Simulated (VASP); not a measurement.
Write the native input for VASP 6.6.1 that does the following.

| Property | Result |
| --- | --- |
| Task | single point |
| Functional | PBE |
| Dispersion | D3(BJ) |
| Potentials or basis | VASP PAW PBE potentials, release 64 (C) |
| Cutoff | 600 eV |
| k mesh | 15 × 15 × 2 |
| Occupations | gaussian, width 0.03 eV |
| Spin | no spin polarisation |
| Dipole correction | no |
| Further INCAR settings | ALGO = Normal; EDIFF = 1e-06; NBANDS = 36 |

The structure of C lies in POSCAR:

```
C
1.0
   -2.4647935466      0.0000000000      0.0000000000
   -1.2323967733     -2.1345738265      0.0000000000
   -2.0539946222     -1.4230492176     20.8066193286
C
12
Direct
    0.5427642364      0.5014634263      0.2478048605
    0.5427642364      0.3903523152      0.9144715272
    0.0427642364     -0.0540921292      0.5811381939
    0.6238857636      0.6096254626      0.0855618061
    0.6238857636      0.4985143515      0.7522284728
    0.1238857636      0.0540699070      0.4188951395
    0.4572288936      0.3874163025      0.4188755462
    0.9572288936     -0.0570281419      0.0855422129
   -0.0427711064     -0.1681392530      0.7522088796
    0.2094211065      0.0570059197      0.9144911204
    0.7094211064     -0.3874385247      0.5811577871
    0.2094211065      0.1681170308      0.2478244538
```

This cell differs from its parent crystal: the part above a cut slid along it.

One way to write it, as run:

INCAR

```
SYSTEM = C
  PREC = Accurate
  ENCUT = 600
  EDIFF = 1E-6
  ISMEAR = 0
  SIGMA = 0.03
  LREAL = .False.
  LASPH = .True.
  NELM = 120
  ALGO = Normal
  ISIF = 2
  LWAVE = .False.
  LCHARG = .False.
  GGA = PE
  IVDW = 12
  NBANDS = 36
  GGA_COMPAT = .False.
```

KPOINTS

```
regular mesh
0
Gamma
  15 15 2
  0 0 0
```

Potentials or basis: VASP PAW PBE potentials, release 64 (C).

Command:

```bash
$ cat potpaw_PBE.64/C/POTCAR > POTCAR
$ mpirun -np 1 vasp_std > vasp.out
```

It gave:

```yaml
Pressure: 0.0 GPa
Largest_force: 0.027 eV/Å
Dispersion_energy_per_atom: -0.150 eV
```

Caveat: the cell differs from its parent crystal (the part above a cut slid along it).

Wall time 34 min on 1 thread of Oxide Virtual Turin-like Processor, with other jobs on the host, peak memory 0.71 GiB.
